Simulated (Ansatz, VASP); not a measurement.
One calculation of KCl, two programs

```
CELL_PARAMETERS angstrom
3.83920 0.00000 0.00000
0.00000 3.83920 0.00000
0.00000 0.00000 3.83920
ATOMIC_POSITIONS crystal
K 0.00000 0.00000 0.00000
Cl 0.50000 0.50000 0.50000
```

Alike in both runs: task single point; functional PBE; k mesh 8 × 8 × 8; occupations gaussian, width 0.05 eV; no spin polarisation.

```csv
,VASP,Ansatz
version,VASP 6.6.1,Ansatz 0.2.0
potentials or method,"VASP PAW PBE potentials, release 64 (K_sv, Cl), cutoff 520 eV","scalar-relativistic, plane waves, PAW"
valence electrons in the cell,16,16
```

```csv
,VASP,Ansatz,Ansatz less VASP
gap on the k mesh at the Fermi level (eV),4.80,4.80,+0.001
least direct gap on the mesh (eV),5.00,5.00,+0.001
pressure (GPa),0.0,-0.1,-0.01
```

With one functional, cell and mesh, what is left measures potentials, basis and numerics.
